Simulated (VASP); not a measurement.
The system is GaAs.

```
Ga As
1.0
     0.00000    2.89994    2.89994
     2.89994    0.00000    2.89994
     2.89994    2.89994    0.00000
Ga As
1 1
Direct
  0.00000 0.00000 0.00000
  0.25000 0.25000 0.25000
```

This cell differs from its parent crystal: strain +2.4%.

Base run:

```yaml
Program: VASP 6.6.1
Functional: PBE
Potentials_or_basis: VASP PAW PBE potentials, release 64 (Ga_d, As)
Cutoff: 520 eV
k_mesh: 8 × 8 × 8
Occupations: fermi-dirac, width 0.02 eV
Spin: no spin polarisation
```

Its results: band gap on the k mesh zero (filled and empty bands touch); pressure -1.4 GPa.

Problem. The run is repeated on the same cell with these changes: functional from PBE to r2SCAN. What comes out?

Solution. Band gap on the k mesh 0.39 eV, direct; pressure -4.3 GPa.

r2SCAN gives the wider gap, since meta-GGAs in the generalised Kohn-Sham scheme recover part of the derivative discontinuity.

Caveats: the PAW data sets were made with another functional, which shifts forces and pressure a little (some runs).

